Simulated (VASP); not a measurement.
# Cd (P6_3/mmc) in VASP: further runs

The runs below take Cd through single point, relaxation of volume and atoms at fixed shape, with LDA.

Program: VASP 6.6.1. These are calculated values, not measurements. Logs are shortened: lines on timing, memory, paths and dates and some standing lists are left out, and cuts for length are marked.

## Step 1: The cell of the first run

It takes space group P6_3/mmc (No. 194, hexagonal). Conventional cell: a = 2.908 Å, b = 2.908 Å, c = 5.484 Å, α = 90.00°, β = 90.00°, γ = 120.00°. Within 3.8 Å of Cd (site symmetry -6m2) lie 12 Cd at 2.91 to 3.22 Å.

## Step 2: Single point, LDA

INCAR

```
SYSTEM = Cd
ALGO = Normal ; EDIFF = 1E-6
ENCUT = 630 ; GGA = CA
GGA_COMPAT = .FALSE. ; ISIF = 2
ISMEAR = -1 ; LASPH = .TRUE.
LCHARG = .FALSE. ; LREAL = .FALSE.
LWAVE = .FALSE. ; NBANDS = 27
NELM = 120 ; PREC = Accurate
SIGMA = 0.05
```

KPOINTS

```
k-points
0
G
  9 9 4
  0 0 0
```

POSCAR

```
Cd
1.0
    2.9082345046      0.0000000000      0.0000000000
   -1.4541172523      2.5186049612      0.0000000000
    0.0000000000      0.0000000000      5.4844433843
Cd
2
Direct
    0.3333333333      0.6666666667      0.2500000000
    0.6666666667      0.3333333333      0.7500000000
```

Potentials or basis: VASP PAW LDA potentials, release 64 (Cd_sv_GW).

On the command line:

```bash
> cat potpaw_LDA.64/Cd_sv_GW/POTCAR > POTCAR
> mpirun -np 1 vasp_std > vasp.out
```

OUTCAR:

```text
SYSTEM = Cd
   EDIFF = 1E-6
   ENCUT = 630
   GGA = CA
   ISIF = 2
   ISMEAR = -1
   LASPH = .TRUE.
   LREAL = .FALSE.
   NELM = 120
   PREC = Accurate

 ion  position               nearest neighbor table
   1  0.333  0.667  0.250-
   2  0.667  0.333  0.750-

  LATTYP: Found a hexagonal cell.
 ALAT       =     2.9082345046
 C/A-ratio  =     1.8858325818

  Lattice vectors:

 A1 = (   2.9082345046,   0.0000000000,   0.0000000000)
 A2 = (  -1.4541172523,   2.5186049612,   0.0000000000)
 A3 = (   0.0000000000,   0.0000000000,   5.4844433843)

Analysis of symmetry for initial positions (statically):
=====================================================================
 Subroutine PRICEL returns:
 Original cell was already a primitive cell.

 Routine SETGRP: Setting up the symmetry group for a
 hexagonal supercell.

 Subroutine GETGRP returns: Found 24 space group operations
 (whereof 12 operations were pure point group operations)
 out of a pool of 24 trial point group operations.

The static configuration has the point symmetry D_3d.
 The point group associated with its full space group is D_6h.

Analysis of symmetry for dynamics (positions and initial velocities):
=====================================================================
 Subroutine PRICEL returns:
 Original cell was already a primitive cell.

 Routine SETGRP: Setting up the symmetry group for a
 hexagonal supercell.

 Subroutine GETGRP returns: Found 24 space group operations
 (whereof 12 operations were pure point group operations)
 out of a pool of 24 trial point group operations.

The dynamic configuration has the point symmetry D_3d.
 The point group associated with its full space group is D_6h.

 Subroutine INISYM returns: Found 24 space group operations
 (whereof 12 operations are pure point group operations),
 and found     1 'primitive' translations

----------------------------------------------------------------------------------------

                                     Primitive cell

  volume of cell :      40.1719

  direct lattice vectors                    reciprocal lattice vectors
     2.908234505  0.000000000  0.000000000     0.343851226  0.198522598  0.000000000
    -1.454117252  2.518604961  0.000000000     0.000000000  0.397045196  0.000000000
     0.000000000  0.000000000  5.484443384     0.000000000  0.000000000  0.182333909

  length of vectors
     2.908234505  2.908234505  5.484443384     0.397045196  0.397045196  0.182333909

  position of ions in fractional coordinates (direct lattice)
     0.333333333  0.666666667  0.250000000
     0.666666667  0.333333333  0.750000000

  ion indices of the primitive-cell ions
   primitive index   ion index
                 1           1
                 2           2

----------------------------------------------------------------------------------------

 KPOINTS: k-points

Automatic generation of k-mesh.
 Grid dimensions read from file:
 generate k-points for:    9    9    4

 Generating k-lattice:

  Cartesian coordinates                     Fractional coordinates (reciprocal lattice)
     0.038205692  0.022058066  0.000000000     0.111111111  0.000000000  0.000000000
     0.000000000  0.044116133  0.000000000     0.000000000  0.111111111  0.000000000
     0.000000000  0.000000000  0.045583477     0.000000000  0.000000000  0.250000000

  Length of vectors
     0.044116133  0.044116133  0.045583477

  Shift w.r.t. Gamma in fractional coordinates (k-lattice)
     0.000000000  0.000000000  0.000000000

 Subroutine IBZKPT returns following result:
 ===========================================

 Found     36 irreducible k-points:

 Following reciprocal coordinates:
            Coordinates               Weight
  0.000000  0.000000  0.000000      1.000000
  0.111111  0.000000  0.000000      6.000000
  0.222222  0.000000  0.000000      6.000000
  0.333333 -0.000000  0.000000      6.000000
  0.444444  0.000000  0.000000      6.000000
  0.111111  0.111111  0.000000      6.000000
[... 16 lines left out ...]
  0.333333  0.222222  0.250000     24.000000
  0.333333  0.333333  0.250000      4.000000
 [... further k-points ...]
   k-points           NKPTS =     36   k-points in BZ     NKDIM =     36   number of bands    NBANDS=     27
   number of dos      NEDOS =    301   number of ions     NIONS =      2
   total plane-waves  NPLWV =  27648
   dimension x,y,z NGX =    24 NGY =   24 NGZ =   48
   dimension x,y,z NGXF=    48 NGYF=   48 NGZF=   96
   ions per type =               2
   NGX,Y,Z   is equivalent  to a cutoff of  13.72, 13.72, 14.55 a.u.
   NGXF,Y,Z  is equivalent  to a cutoff of  27.44, 27.44, 29.10 a.u.
 SYSTEM =  Cd
   PREC   = accura    normal or accurate (medium, high low for compatibility)
   ISTART =      0    job   : 0-new  1-cont  2-samecut
   ICHARG =      2    charge: 1-file 2-atom 10-const
   ISPIN  =      1    spin polarized calculation?
   LNONCOLLINEAR =      F non collinear calculations
   LSORBIT =      F    spin-orbit coupling
   LASPH  =      T    aspherical Exc in radial PAW
   ENCUT  =  630.0 eV  46.30 Ry    6.80 a.u.   5.95  5.95 11.22*2*pi/ulx,y,z
   NELM   =    120;   NELMIN=  2; NELMDL= -5     # of ELM steps
   EDIFF  = 0.1E-05   stopping-criterion for ELM
   LREAL  =      F    real-space projection
   EDIFFG = 0.1E-04   stopping-criterion for IOM
   NSW    =      0    number of steps for IOM
   IBRION =     -1    ionic relax: 0-MD 1-quasi-New 2-CG
   NFREE  =      0    steps in history (QN), initial steepest desc. (CG)
   ISIF   =      2    stress and relaxation
   ISYM   =      2    0-nonsym 1-usesym 2-fastsym
   POTIM  = 0.5000    time-step for ionic-motion
   TEBEG  =    0.0;   TEEND  =   0.0 temperature during run
   PSTRESS=    0.0 pullay stress
   NELECT =      40.0000    total number of electrons
   NUPDOWN=      -1.0000    fix difference up-down
   EMIN   =  10.00;   EMAX   =-10.00  energy-range for DOS
   EFERMI =   0.00;   METHOD = LEGACY
   ISMEAR =    -1;   SIGMA  =   0.05  broadening in eV -4-tet -1-fermi 0-gaus
   EFERMI_NEDOS =   21; number of points for ismear=-14 and -15
   IALGO  =     38    algorithm
   IMIX   =      4    mixing-type and parameters
     AMIX     =   0.40;   BMIX     =  1.00
     AMIX_MAG =   1.60;   BMIX_MAG =  1.00
  volume/ion in A,a.u.               =      20.09       135.55
  Fermi-wavevector in a.u.,A,eV,Ry     =   1.634761  3.089250 36.360782  2.672442
  Thomas-Fermi vector in A             =   2.726346
   LORBIT       =      0    0 simple, 1 ext, 2 COOP (PROOUT), +10 PAW based schemes
   GGA     = CA    functional components
   LHFCALC =     F    Hartree Fock is set to
   AEXX    =    0.0000 exact exchange contribution
   IVDW    =     0    specifies the selected vdW correction
   LEPSILON=     F    determine dielectric tensor
   LRPA    =     F    only Hartree local field effects (RPA)
 non-spin polarized calculation
  energy-cutoff  :      630.00
  volume of cell :       40.17
 maximum number of plane-waves:      1461
 NGX is ok and might be reduce to    24
   NGX = 11   NGY = 11   NGZ = 23

 number of electron      40.0000003 magnetization

 Free energy of the ion-electron system (eV)
  ---------------------------------------------------
  ext. energy  EPLUGINS =         0.00000000
  ---------------------------------------------------
  free energy    TOTEN  =        -3.03043146 eV

  energy without entropy =       -3.02073418  energy(sigma->0) =       -3.02558282

 E-fermi :   7.2368     XC(G=0): -12.0816

 val. band max:        7.2299187010   @ k =   0.3333   0.2222   0.2500
 cond. band min:       7.3399743516   @ k =   0.3333   0.3333   0.2500
 fundamental gap:      0.1100556506
 Fermi energy:         7.2368474147

 k-point     1 :       0.0000    0.0000    0.0000
  band No.  band energies     occupation
      1     -95.6210      2.00000
      2     -95.6192      2.00000
      3     -57.0026      2.00000
      4     -56.9747      2.00000
      5     -56.9513      2.00000
      6     -56.9513      2.00000
[... 19 lines left out ...]
     26      22.3104      0.00000
     27      22.6432      0.00000

 k-point     2 :       0.1111    0.0000    0.0000
  band No.  band energies     occupation
      1     -95.6202      2.00000
      2     -95.6186      2.00000
      3     -57.0009      2.00000
      4     -56.9744      2.00000
      5     -56.9598      2.00000
      6     -56.9569      2.00000
[... 19 lines left out ...]
     26      22.4825      0.00000
     27      23.0092      0.00000

 k-point     3 :       0.2222    0.0000    0.0000
  band No.  band energies     occupation
      1     -95.6183      2.00000
      2     -95.6169      2.00000
      3     -56.9964      2.00000
      4     -56.9813      2.00000
      5     -56.9785      2.00000
      6     -56.9742      2.00000
[... 19 lines left out ...]
     26      19.9254      0.00000
     27      20.7964      0.00000

 k-point     4 :       0.3333   -0.0000    0.0000
  band No.  band energies     occupation
      1     -95.6160      2.00000
      2     -95.6149      2.00000
      3     -57.0057      2.00000
      4     -57.0028      2.00000
      5     -56.9906      2.00000
      6     -56.9746      2.00000
[... 19 lines left out ...]
     26      20.5390      0.00000
     27      21.0765      0.00000

 k-point     5 :       0.4444    0.0000    0.0000
  band No.  band energies     occupation
      1     -95.6144      2.00000
      2     -95.6138      2.00000
      3     -57.0217      2.00000
      4     -57.0187      2.00000
      5     -56.9860      2.00000
      6     -56.9758      2.00000
[... 19 lines left out ...]
     26      20.3442      0.00000
     27      20.4475      0.00000

 k-point     6 :       0.1111    0.1111    0.0000
  band No.  band energies     occupation
      1     -95.6189      2.00000
      2     -95.6174      2.00000
      3     -56.9978      2.00000
      4     -56.9742      2.00000
      5     -56.9736      2.00000
      6     -56.9717      2.00000
[... 444 lines left out ...]
      1     -95.6139      2.00000
      2     -95.6135      2.00000
      3     -57.0213      2.00000
      4     -57.0191      2.00000
      5     -56.9830      2.00000
      6     -56.9774      2.00000
[... 19 lines left out ...]
     26      16.5590      0.00000
     27      20.6979      0.00000

 k-point    22 :       0.2222    0.2222    0.2500
  band No.  band energies     occupation
      1     -95.6148      2.00000
      2     -95.6143      2.00000
      3     -57.0065      2.00000
      4     -57.0065      2.00000
      5     -56.9854      2.00000
      6     -56.9786      2.00000
[... 19 lines left out ...]
     26      17.3478      0.00000
     27      19.2435      0.00000

 k-point    23 :       0.3333    0.2222    0.2500
  band No.  band energies     occupation
      1     -95.6136      2.00000
      2     -95.6133      2.00000
      3     -57.0130      2.00000
      4     -57.0112      2.00000
      5     -56.9876      2.00000
      6     -56.9851      2.00000
[... 19 lines left out ...]
     26      15.7342      0.00000
     27      18.3728      0.00000

 k-point    24 :       0.3333    0.3333    0.2500
  band No.  band energies     occupation
      1     -95.6131      2.00000
      2     -95.6131      2.00000
      3     -57.0033      2.00000
      4     -57.0022      2.00000
      5     -57.0022      2.00000
      6     -56.9991      2.00000
[... 19 lines left out ...]
     26      15.1471      0.00000
     27      16.4636      0.00000

 [... further k-points ...]

------------------------ aborting loop because EDIFF is reached ----------------------------------------

  FORCE on cell =-STRESS in cart. coord.  units (eV):
  Direction    XX          YY          ZZ          XY          YZ          ZX
  --------------------------------------------------------------------------------------
  -------------------------------------------------------------------------------------
  Total       -0.1756238     -0.1756238      0.2752523      0.0000000     -0.0000000      0.0000000
  in kB       -7.0044164     -7.0044164     10.9779073      0.0000000     -0.0000000      0.0000000
  external PRESSURE =      -1.0103085 kB  Pullay stress =       0.0000000 kB

 VOLUME and BASIS-vectors are now :
 -----------------------------------------------------------------------------
  energy-cutoff  :      630.00
  volume of cell :       40.17
      direct lattice vectors                 reciprocal lattice vectors
     2.908234505  0.000000000  0.000000000     0.343851226  0.198522598  0.000000000
    -1.454117252  2.518604961  0.000000000     0.000000000  0.397045196  0.000000000
     0.000000000  0.000000000  5.484443384     0.000000000  0.000000000  0.182333909

 POSITION                                       TOTAL-FORCE (eV/Angst)
 -----------------------------------------------------------------------------------
     -0.00000      1.67907      1.37111        -0.000000      0.000000      0.000000
      1.45412      0.83953      4.11333         0.000000     -0.000000     -0.000000
 -----------------------------------------------------------------------------------
    total drift:                               -0.000000      0.000000      0.000000

  FREE ENERGIE OF THE ION-ELECTRON SYSTEM (eV)
  ---------------------------------------------------
  free  energy   TOTEN  =        -3.0304314576 eV

  energy  without entropy=       -3.0207341794  energy(sigma->0) =       -3.02558282
```

Wall time 32 s (1 thread of Intel Xeon Platinum 8488C (Sapphire Rapids), shared host); peak memory 0.18 GiB.

Results:

| Item | Value |
| --- | --- |
| Free energy | -3.0304 eV |
| Pressure | -0.1 GPa |
| Band gap on the k mesh | zero (bands 20 and 21 overlap by 4.06 eV) |

## Step 3: Relaxation of volume and atoms at fixed shape, LDA

This run uses another cell than the first one, of 21.59 Å³/atom.

INCAR

```
ALGO = Normal
EDIFF = 1E-7
EDIFFG = -0.02
ENCUT = 630
GGA_COMPAT = False
IBRION = 2
ISIF = 8
ISMEAR = -1
LASPH = True
LCHARG = False
LREAL = False
LWAVE = False
NELM = 120
NELMIN = 4
NSW = 60
PREC = Accurate
SIGMA = 0.05
```

KPOINTS

```
k-points
0
Gamma
  9 9 4
```

POSCAR

```
Cd
1.0
    2.9788700000      0.0000000000      0.0000000000
   -1.4894350000      2.5797770000      0.0000000000
    0.0000000000      0.0000000000      5.6176500000
Cd
2
Direct
    0.3333333333      0.6666666667      0.2500000000
    0.6666666667      0.3333333333      0.7500000000
```

Potentials or basis: VASP PAW LDA potentials, release 64 (Cd_sv_GW).

On the command line:

```bash
> cat potpaw_LDA.64/Cd_sv_GW/POTCAR > POTCAR
> mpirun -np 1 vasp_std > vasp.out
```

OUTCAR:

```text
EDIFF = 1E-7
   EDIFFG = -0.02
   ENCUT = 630
   IBRION = 2
   ISIF = 8
   ISMEAR = -1
   LASPH = True
   LREAL = False
   NELM = 120
   NELMIN = 4
   NSW = 60
   PREC = Accurate

 ion  position               nearest neighbor table
   1  0.333  0.667  0.250-
   2  0.667  0.333  0.750-

  LATTYP: Found a hexagonal cell.
 ALAT       =     2.9788700000
 C/A-ratio  =     1.8858325472

  Lattice vectors:

 A1 = (   2.9788700000,   0.0000000000,   0.0000000000)
 A2 = (  -1.4894350000,   2.5797770000,   0.0000000000)
 A3 = (   0.0000000000,   0.0000000000,   5.6176500000)

Analysis of symmetry for initial positions (statically):
=====================================================================
 Subroutine PRICEL returns:
[... 244 lines left out ...]

 number of electron      40.0000003 magnetization

 Free energy of the ion-electron system (eV)
  ---------------------------------------------------
  ext. energy  EPLUGINS =         0.00000000
  ---------------------------------------------------
  free energy    TOTEN  =        -3.03405087 eV

  energy without entropy =       -3.02421960  energy(sigma->0) =       -3.02913523

 E-fermi :   7.2017     XC(G=0): -12.0646

 val. band max:        7.1965945724   @ k =   0.3333   0.2222   0.2500
 cond. band min:       7.3023722656   @ k =   0.3333   0.3333   0.2500
 fundamental gap:      0.1057776932
 Fermi energy:         7.2017343776

 k-point     1 :       0.0000    0.0000    0.0000
  band No.  band energies     occupation
      1     -95.6493      2.00000
      2     -95.6476      2.00000
      3     -57.0300      2.00000
      4     -57.0024      2.00000
      5     -56.9793      2.00000
      6     -56.9793      2.00000
[... 637 lines left out ...]
     23      10.0161      0.00000
     24      10.4231      0.00000

 [... further k-points ...]
[... 5 lines left out ...]
  --------------------------------------------------------------------------------------
  -------------------------------------------------------------------------------------
  Total       -0.1615827     -0.1615827      0.3097379      0.0000000      0.0000000     -0.0000000
  in kB       -6.4255020     -6.4255016     12.3170461      0.0000000      0.0000000     -0.0000000
  external PRESSURE =      -0.1779858 kB  Pullay stress =       0.0000000 kB
[... 17 lines left out ...]
  FREE ENERGIE OF THE ION-ELECTRON SYSTEM (eV)
  ---------------------------------------------------
  free  energy   TOTEN  =        -3.0340508668 eV

  energy  without entropy=       -3.0242196020  energy(sigma->0) =       -3.02913523

 reached required accuracy - stopping structural energy minimisation
```

CONTCAR:

```text
Cd
   1.00000000000000
     2.9110848685843407    0.0000000000000000    0.0000000000000000
    -1.4555424342921703    2.5210733563471734    0.0000000000000000
     0.0000000000000000    0.0000000000000000    5.4898185929573371
  Cd
     2
Direct
     0.3333333332999970    0.6666666667000030    0.2500000000000000
     0.6666666667000030    0.3333333332999970    0.7500000000000000

  0.00000000E+00  0.00000000E+00  0.00000000E+00
  0.00000000E+00  0.00000000E+00  0.00000000E+00
```

It took 2.8 min on 1 thread of AMD EPYC 7R43 (Zen 3), shared host; peak memory 0.16 GiB.

Results:

| Property | Result |
| --- | --- |
| Free energy | -3.0341 eV |
| Relaxed volume | 20.15 Å³/atom |
| Relaxed cell | a = 2.911 Å, b = 2.911 Å, c = 5.490 Å, α = 90.00°, β = 90.00°, γ = 120.00° |
| Space group after relaxing (to 0.1 Å) | P6_3/mmc (No. 194) |
| Energy gained by relaxing | 19.2 meV/atom |
| Ionic steps | 3 |
| Pressure after relaxing | 0.0 GPa |
| Band gap on the k mesh | zero (bands 20 and 21 overlap by 4.06 eV) |

Stress tensor (GPa, compression positive):
```
-0.64  0.00  0.00
 0.00 -0.64  0.00
 0.00  0.00  1.23
```

Step by step:
```
step  energy change (eV)  largest force (eV/Å)  pressure (GPa)  volume (Å³)
   1              0.0000                0.0000           -3.93        43.17
   2             -0.0378                0.0000            0.64        39.94
   3             -0.0384                0.0000           -0.02        40.29
```

Final structure:
```
CELL_PARAMETERS angstrom
2.91108 0.00000 0.00000
-1.45554 2.52107 0.00000
0.00000 0.00000 5.48982
ATOMIC_POSITIONS crystal
Cd 0.33333 0.66667 0.25000
Cd 0.66667 0.33333 0.75000
```

Levels at points of the mesh, in eV from the Fermi level:
```
           k point  band 17  band 18  band 19  band 20  band 21  band 22  band 23  band 24
(0.00, 0.00, 0.00)    -9.03    -8.74    -8.74    -3.63    -3.27    10.38    13.73    14.99
(0.00, 0.00, 0.50)    -8.87    -8.87    -8.04    -8.04     3.62     3.62    13.99    13.99
```

LDA usually gives volumes a few per cent too small. Zero-point motion and thermal expansion aren't in these numbers.

The gap in the log of VASP goes by the Fermi energy; the results here count the filled bands.